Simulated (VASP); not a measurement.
# Cr in VASP: notebook

Cr is run at these levels: LDA; tasks: single point.

Everything below comes from runs of VASP 6.6.1. Logs are shortened: lines on timing, memory, paths and dates and some standing lists are left out, and cuts for length are marked.

### 1 The cell of the first run

The typed cell holds 2 atoms: a = 4.211 Å, b = 4.211 Å, c = 2.741 Å, α = 97.11°, β = 97.11°, γ = 147.00°.

### 2 Single point, LDA (11.91 Å³/atom)

File INCAR:

```
SYSTEM = Cr
ALGO = Normal ; EDIFF = 1E-6
ENCUT = 520 ; GGA = CA
ISIF = 2 ; ISMEAR = -1
LASPH = .TRUE. ; LCHARG = .FALSE.
LREAL = .FALSE. ; LWAVE = .FALSE.
NBANDS = 19 ; NELM = 80
PREC = Accurate ; SIGMA = 0.1
```

File KPOINTS:

```
k-points
0
G
  17 17 15
  0 0 0
```

File POSCAR:

```
Cr
1.0
   -2.8543900603      2.8549607028      1.1958805613
    2.8549607028     -2.8543900603      1.1958805613
    1.7445991511      1.7445991511     -1.1948354284
Cr
2
Direct
    0.0000206302      0.9999793698      1.0000000000
    0.7499793698      0.2500206302      0.5000000000
```

Potentials or basis: VASP PAW LDA potentials, release 64 (Cr_pv).

On the command line:

```console
> cat potpaw_LDA.64/Cr_pv/POTCAR > POTCAR
> mpirun -np 1 vasp_std > vasp.out
```

OUTCAR:

```text
SYSTEM = Cr
   EDIFF = 1E-6
   ENCUT = 520
   GGA = CA
   ISIF = 2
   ISMEAR = -1
   LASPH = .TRUE.
   LREAL = .FALSE.
   NELM = 80
   PREC = Accurate

 ion  position               nearest neighbor table
   1  0.000  1.000  0.000-   2 2.44   2 2.44   2 2.44   2 2.44   2 2.97   2 2.97   2 2.97   2 2.97

   2  0.750  0.250  0.500-   1 2.44   1 2.44   1 2.44   1 2.44   1 2.97   1 2.97   1 2.97   1 2.97

  LATTYP: Found a base centered monoclinic cell.
 ALAT       =     2.3917612587
 B/A-ratio  =     3.3758558686
 C/A-ratio  =     1.1461549026
 COS(beta)  =    -0.4355562323

  Lattice vectors:

 A1 = (  -2.8543900603,   2.8549607028,   1.1958805613)
 A2 = (   2.8549607028,  -2.8543900603,   1.1958805613)
 A3 = (   1.7445991511,   1.7445991511,  -1.1948354284)

Analysis of symmetry for initial positions (statically):
=====================================================================
 Subroutine PRICEL returns:
 Original cell was already a primitive cell.

 Routine SETGRP: Setting up the symmetry group for a
 base centered monoclinic supercell.

 Subroutine GETGRP returns: Found  4 space group operations
 (whereof  2 operations were pure point group operations)
 out of a pool of  4 trial point group operations.

The static configuration has the point symmetry C_2 .
 The point group associated with its full space group is C_2h.

Analysis of symmetry for dynamics (positions and initial velocities):
=====================================================================
 Subroutine PRICEL returns:
 Original cell was already a primitive cell.

 Routine SETGRP: Setting up the symmetry group for a
 base centered monoclinic supercell.

 Subroutine GETGRP returns: Found  4 space group operations
 (whereof  2 operations were pure point group operations)
 out of a pool of  4 trial point group operations.

The dynamic configuration has the point symmetry C_2 .
 The point group associated with its full space group is C_2h.

 Subroutine INISYM returns: Found  4 space group operations
 (whereof  2 operations are pure point group operations),
 and found     1 'primitive' translations

----------------------------------------------------------------------------------------

                                     Primitive cell

  volume of cell :      23.8271

  direct lattice vectors                    reciprocal lattice vectors
[... 81 lines left out ...]
   ISPIN  =      1    spin polarized calculation?
   LNONCOLLINEAR =      F non collinear calculations
   LSORBIT =      F    spin-orbit coupling
   LASPH  =      T    aspherical Exc in radial PAW
   ENCUT  =  520.0 eV  38.22 Ry    6.18 a.u.   7.83  7.83  5.10*2*pi/ulx,y,z
   NELM   =     80;   NELMIN=  2; NELMDL= -5     # of ELM steps
   EDIFF  = 0.1E-05   stopping-criterion for ELM
   LREAL  =      F    real-space projection
   EDIFFG = 0.1E-04   stopping-criterion for IOM
   NSW    =      0    number of steps for IOM
   IBRION =     -1    ionic relax: 0-MD 1-quasi-New 2-CG
   NFREE  =      0    steps in history (QN), initial steepest desc. (CG)
   ISIF   =      2    stress and relaxation
   ISYM   =      2    0-nonsym 1-usesym 2-fastsym
   POTIM  = 0.5000    time-step for ionic-motion
   TEBEG  =    0.0;   TEEND  =   0.0 temperature during run
   PSTRESS=    0.0 pullay stress
   NELECT =      24.0000    total number of electrons
   NUPDOWN=      -1.0000    fix difference up-down
   EMIN   =  10.00;   EMAX   =-10.00  energy-range for DOS
   EFERMI =   0.00;   METHOD = LEGACY
   ISMEAR =    -1;   SIGMA  =   0.10  broadening in eV -4-tet -1-fermi 0-gaus
   EFERMI_NEDOS =   21; number of points for ismear=-14 and -15
   IALGO  =     38    algorithm
   IMIX   =      4    mixing-type and parameters
     AMIX     =   0.40;   BMIX     =  1.00
     AMIX_MAG =   1.60;   BMIX_MAG =  1.00
  volume/ion in A,a.u.               =      11.91        80.40
  Fermi-wavevector in a.u.,A,eV,Ry     =   1.641049  3.101133 36.641055  2.693042
  Thomas-Fermi vector in A             =   2.731585
   LORBIT       =      0    0 simple, 1 ext, 2 COOP (PROOUT), +10 PAW based schemes
   GGA     = CA    functional components
   LHFCALC =     F    Hartree Fock is set to
   AEXX    =    0.0000 exact exchange contribution
   IVDW    =     0    specifies the selected vdW correction
   LEPSILON=     F    determine dielectric tensor
   LRPA    =     F    only Hartree local field effects (RPA)
 non-spin polarized calculation
  energy-cutoff  :      520.00
  volume of cell :       23.83
 maximum number of plane-waves:       660
   NGX = 15   NGY = 15   NGZ = 11

 number of electron      24.0000000 magnetization

 Free energy of the ion-electron system (eV)
  ---------------------------------------------------
  ext. energy  EPLUGINS =         0.00000000
  ---------------------------------------------------
  free energy    TOTEN  =       -20.78228465 eV

  energy without entropy =      -20.72064719  energy(sigma->0) =      -20.75146592

 E-fermi :  10.2027     XC(G=0): -13.7996

 val. band max:       10.2016302573   @ k =  -0.3529   0.0000   0.1333
 cond. band min:      10.2048623108   @ k =  -0.4118   0.2353   0.1333
 fundamental gap:      0.0032320535
 Fermi energy:        10.2027472592

 k-point     1 :       0.0000    0.0000    0.0000
  band No.  band energies     occupation
      1     -32.8441      2.00000
      2     -32.2866      2.00000
      3     -32.0291      2.00000
      4     -31.9140      2.00000
      5     -31.9093      2.00000
      6     -31.8538      2.00000
[... 505 lines left out ...]
      6     -31.8717      2.00000
[... 11 lines left out ...]
     18      13.0354      0.00000
     19      15.7928      0.00000

 [... further k-points ...]

------------------------ aborting loop because EDIFF is reached ----------------------------------------

  FORCE on cell =-STRESS in cart. coord.  units (eV):
  Direction    XX          YY          ZZ          XY          YZ          ZX
  --------------------------------------------------------------------------------------
  -------------------------------------------------------------------------------------
  Total       -2.7918266     -2.7918266     -2.7278993      0.0500071     -0.0051683     -0.0051684
  in kB     -187.7274936   -187.7274936   -183.4289016      3.3625705     -0.3475271     -0.3475338
  external PRESSURE =    -186.2946296 kB  Pullay stress =       0.0000000 kB

 VOLUME and BASIS-vectors are now :
 -----------------------------------------------------------------------------
  energy-cutoff  :      520.00
  volume of cell :       23.83
      direct lattice vectors                 reciprocal lattice vectors
    -2.854390060  2.854960703  1.195880561     0.055575135  0.230726398  0.418033647
     2.854960703 -2.854390060  1.195880561     0.230726398  0.055575135  0.418033647
     1.744599151  1.744599151 -1.194835428     0.286551963  0.286551963 -0.000136735

 POSITION                                       TOTAL-FORCE (eV/Angst)
 -----------------------------------------------------------------------------------
      2.85484     -2.85427      1.19588        -0.000011      0.000011     -0.000000
     -0.55464      2.29980      0.59846         0.000011     -0.000011      0.000000
 -----------------------------------------------------------------------------------
    total drift:                               -0.000000     -0.000000      0.000000

  FREE ENERGIE OF THE ION-ELECTRON SYSTEM (eV)
  ---------------------------------------------------
  free  energy   TOTEN  =       -20.7822846458 eV

  energy  without entropy=      -20.7206471922  energy(sigma->0) =      -20.75146592
```

OSZICAR:

```text
N       E                     dE             d eps       ncg     rms          rms(c)
DAV:   1     0.240534996807E+03    0.24053E+03   -0.13834E+04 43792   0.155E+03
DAV:   2    -0.155365420591E+02   -0.25607E+03   -0.25053E+03 44167   0.439E+02
DAV:   3    -0.239779136141E+02   -0.84414E+01   -0.83010E+01 47338   0.953E+01
DAV:   4    -0.241177125937E+02   -0.13980E+00   -0.13944E+00 58842   0.112E+01
DAV:   5    -0.241202356548E+02   -0.25231E-02   -0.25178E-02 48181   0.139E+00    0.153E+01
DAV:   6    -0.208501492172E+02    0.32701E+01   -0.17082E+01 44751   0.454E+01    0.222E+00
DAV:   7    -0.208088535218E+02    0.41296E-01   -0.31401E-01 46304   0.600E+00    0.116E+00
DAV:   8    -0.207822684016E+02    0.26585E-01   -0.17585E-02 63490   0.159E+00    0.132E-01
DAV:   9    -0.207822804856E+02   -0.12084E-04   -0.15077E-03 47875   0.342E-01    0.573E-02
DAV:  10    -0.207822834357E+02   -0.29501E-05   -0.15678E-04 52644   0.128E-01    0.190E-02
DAV:  11    -0.207822854201E+02   -0.19844E-05   -0.23146E-05 50389   0.469E-02    0.806E-03
DAV:  12    -0.207822846458E+02    0.77426E-06   -0.32297E-06 46761   0.164E-02
   1 F= -.20782285E+02 E0= -.20751466E+02  d E =-.616375E-01
```

stdout:

```text
POSCAR found type information on POSCAR Cr
 POSCAR found :  1 types and       2 ions
 scaLAPACK will be used
 LDA part: xc-table for (Slater(with rela. corr.)+CA(PZ))
 , standard interpolation
 POSCAR, INCAR and KPOINTS ok, starting setup
 FFT: planning ... GRIDC
 FFT: planning ... GRID_SOFT
 FFT: planning ... GRID
 WAVECAR not read
 entering main loop
```

It took 15 min on 1 thread of Oxide Virtual Turin-like, shared host; peak memory 0.46 GiB.

What came out:

| Quantity | Value |
| --- | --- |
| Free energy | -20.7823 eV |
| Pressure | -18.6 GPa |
| Band gap on the k mesh | zero (bands 12 and 13 overlap by 0.89 eV) |

Stress tensor (GPa, compression positive):
```
-18.77   0.34  -0.03
  0.34 -18.77  -0.03
 -0.03  -0.03 -18.34
```

Levels at points of the mesh, in eV from the Fermi level:
```
           k point  band 8  band 9  band 10  band 11  band 12  band 13  band 14  band 15  band 16  band 17
(0.00, 0.00, 0.00)   -4.03   -1.72    -1.50    -0.76     0.40     0.74     0.74     1.48     1.49     1.52
```

Caveat: the cell stands under tension; the run has no spin polarisation, though such a crystal can be magnetic. Spin polarisation is off, so any magnetic state and its effect on volume and gap are missing.

### 3 Single point, LDA (12.35 Å³/atom)

This run uses another cell than the first one, of 12.35 Å³/atom.

File INCAR:

```
PREC = Accurate
ENCUT = 520
EDIFF = 1E-6
ISMEAR = -1
SIGMA = 0.1
LREAL = F
LASPH = T
NELM = 60
ALGO = Normal
ISIF = 2
LWAVE = F
LCHARG = T
GGA = CA
LELF = T
LVHAR = T
NBANDS = 19
```

File KPOINTS:

```
regular mesh
0
Gamma
  17 17 15
```

File POSCAR:

```
Cr
1.0
   -2.8892031262      2.8897807285      1.2104659080
    2.8897807285     -2.8892031262      1.2104659080
    1.7658768475      1.7658768475     -1.2094080284
Cr
2
Direct
    0.0000206302      0.9999793698      1.0000000000
    0.7499793698      0.2500206302      0.5000000000
```

Potentials or basis: VASP PAW LDA potentials, release 64 (Cr_pv).

On the command line:

```console
> cat potpaw_LDA.64/Cr_pv/POTCAR > POTCAR
> mpirun -np 1 vasp_std > vasp.out
```

Run time: 17 min. Hardware: 1 thread of Oxide Virtual Turin-like, shared host; peak memory 0.47 GiB.

Results (log left out):

| Item | Value |
| --- | --- |
| Free energy | -20.6609 eV |
| Pressure | -25.4 GPa |
| Band gap on the k mesh | zero (bands 12 and 13 overlap by 0.81 eV) |

Stress tensor (GPa, compression positive):
```
-25.56   0.52  -0.03
  0.52 -25.56  -0.03
 -0.03  -0.03 -25.11
```

Levels at points of the mesh, in eV from the Fermi level:
| k point | band 10 | band 11 | band 12 | band 13 | band 14 | band 15 |
| --- | --- | --- | --- | --- | --- | --- |
| (0.00, 0.00, 0.00) | -1.43 | -0.71 | 0.39 | 0.71 | 0.71 | 1.40 |

Caveat: the cell stands under tension; the run has no spin polarisation, though such a crystal can be magnetic. Spin polarisation is off, so any magnetic state and its effect on volume and gap are missing.

### 4 Single point, LDA, collinear spin, ferromagnetic start

This run uses another cell than the first one, of 11.03 Å³/atom.

File INCAR:

```
SYSTEM = Cr
PREC = Accurate ; ENCUT = 520
EDIFF = 1E-6 ; ISMEAR = -1
SIGMA = 0.05 ; LREAL = .False.
LASPH = .True. ; NELM = 150
ALGO = Normal ; ISIF = 2
LWAVE = .False. ; LCHARG = .True.
ISPIN = 2 ; MAGMOM = 1.5 1.5
LORBIT = 11 ; LMAXMIX = 4
LELF = .True. ; LVHAR = .True.
ISYM = 0 ; NBANDS = 23
```

File KPOINTS:

```
Automatic mesh
0
Gamma
  14 14 10
  0 0 0
```

File POSCAR:

```
Cr
1.0
   -1.7000352992      1.6999591993      1.1663824990
    1.6999591993     -1.7000352992      1.1663824990
    2.7803604869      2.7803604869     -1.1665218761
Cr
2
Direct
    0.9999879136      0.0000120864      0.0000000000
    0.7500120864      0.2499879136      0.5000000000
```

On the command line:

```console
> cat potpaw_LDA.64/Cr_pv/POTCAR > POTCAR
> mpirun -np 1 vasp_std > vasp.out
```

Wall time 22 min (1 thread of Oxide Virtual Turin-like, shared host); peak memory 0.65 GiB.

It converged, with:

```
Free energy                                           : -20.8717 eV
Pressure                                              : 0.0 GPa
Band gap on the k mesh                                : zero (filled and empty bands overlap)
Net moment                                            : 0.00 μB per cell
Valence electrons inside the program's atomic spheres : Cr 11.20, 11.21
```

Stress tensor (GPa, compression positive):
```
 0.07 -0.03  0.00
-0.03  0.07  0.00
 0.00  0.00 -0.04
```

Levels at points of the mesh, in eV from the Fermi level:
Spin up:
```tsv
k point	band 10	band 11	band 12	band 13	band 14	band 15
(0.00, 0.00, 0.00)	-1.67	-0.86	0.43	0.78	0.79	1.63
(0.50, 0.00, 0.00)	-1.35	-0.70	0.14	1.45	1.83	2.15
(0.00, 0.50, 0.00)	-1.35	-0.70	0.14	1.45	1.83	2.15
(0.50, 0.50, 0.00)	-2.19	-2.04	-2.04	1.84	1.84	2.40
(0.00, 0.00, 0.50)	-1.69	-1.12	-1.12	0.29	0.29	1.15
(0.50, 0.00, 0.50)	-1.35	-0.70	0.14	1.45	1.83	2.15
(0.00, 0.50, 0.50)	-1.35	-0.70	0.14	1.45	1.83	2.15
(0.50, 0.50, 0.50)	-2.64	0.87	0.87	1.41	1.41	2.37
```
Spin down:
| k point | band 10 | band 11 | band 12 | band 13 | band 14 | band 15 |
| --- | --- | --- | --- | --- | --- | --- |
| (0.00, 0.00, 0.00) | -1.67 | -0.86 | 0.43 | 0.78 | 0.79 | 1.63 |
| (0.50, 0.00, 0.00) | -1.35 | -0.70 | 0.14 | 1.45 | 1.83 | 2.15 |
| (0.00, 0.50, 0.00) | -1.35 | -0.70 | 0.14 | 1.45 | 1.83 | 2.15 |
| (0.50, 0.50, 0.00) | -2.19 | -2.04 | -2.04 | 1.84 | 1.84 | 2.40 |
| (0.00, 0.00, 0.50) | -1.69 | -1.12 | -1.12 | 0.29 | 0.29 | 1.15 |
| (0.50, 0.00, 0.50) | -1.35 | -0.70 | 0.14 | 1.45 | 1.83 | 2.15 |
| (0.00, 0.50, 0.50) | -1.35 | -0.70 | 0.14 | 1.45 | 1.83 | 2.15 |
| (0.50, 0.50, 0.50) | -2.64 | 0.87 | 0.87 | 1.41 | 1.41 | 2.37 |

Caveat: an empty level that is flat over the whole mesh can mark a ghost state of the potentials, or a narrow d or f band; the moments typed at the start vanished in this run.
